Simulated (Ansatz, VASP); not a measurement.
# One calculation of TaSi, two programs

File INCAR:

```
SYSTEM = TaSi
PREC = Accurate
ENCUT = 520
EDIFF = 1E-7
ISMEAR = -1
SIGMA = 0.05
LREAL = .False.
LASPH = .True.
NELM = 60
ALGO = Normal
ISIF = 2
LWAVE = .False.
LCHARG = .False.
GGA = PE
NBANDS = 14
```

The input KPOINTS:

```
regular mesh
0
Gamma
  14 14 14
  0 0 0
```

Contents of POSCAR:

```
TaSi
1.0
    0.0000000000      2.3498182988      2.3498182988
    2.3498182988      0.0000000000      2.3498182988
    2.3498182988      2.3498182988      0.0000000000
Ta Si
1 1
Direct
    0.0000000000      0.0000000000      0.0000000000
    0.5000000000      0.5000000000      0.5000000000
```

Input for Ansatz:

```yaml
crystal:
  lattice:
    - [0.0, 2.3498182988, 2.3498182988]
    - [2.3498182988, 0.0, 2.3498182988]
    - [2.3498182988, 2.3498182988, 0.0]
  atoms:
    - { symbol: Ta, position: [0.0, 0.0, 0.0] }
    - { symbol: Si, position: [0.5, 0.5, 0.5] }
kpoints:
  mp_grid: { grid: [14, 14, 14] }
  band_path:
    path:
      - [0.0, 0.0, 0.0]
      - [0.5, 0.0, 0.5]
      - [0.625, 0.25, 0.625]
      - [0.375, 0.375, 0.75]
      - [0.0, 0.0, 0.0]
      - [0.5, 0.5, 0.5]
      - [0.5, 0.25, 0.75]
      - [0.5, 0.0, 0.5]
    npoints: 8
scf:
  occupations: { method: fermi_dirac, width: 0.05 }
hamiltonian:
  xc: pbe
  pseudopotentials: { kind: all_electron, lapw: { basis_error: 0.001 } }
output:
  forces: true
  stress: true
  eigenvalues: true
  populations: true
  dos: { projected: true, de: 0.2, e_range: [-14, 8] }
```

Change from the starting cell: volume scaled by 0.76, LAPW.

Alike in both runs: task single point; functional PBE; k mesh 14 × 14 × 14; occupations fermi-dirac, width 0.05 eV; no spin polarisation.

|  | VASP | Ansatz |
| --- | --- | --- |
| version | VASP 6.6.1 | Ansatz 0.2.0 |
| potentials or method | VASP PAW PBE potentials, release 64 (Ta_pv, Si), cutoff 520 eV | all-electron LAPW, scalar-relativistic |

Ansatz gave:

| Quantity | Value |
| --- | --- |
| pressure (GPa) | 74.5 |

Estimate VASP's values.

pressure (GPa): 76.2.

Both programs put the cell under a high pressure, so it lies far from rest at this level. Ansatz ran all-electron here, and VASP with PAW potentials.

Neither program's run includes spin-orbit coupling. Noted on VASP's run: the cell as given lies far from equilibrium.
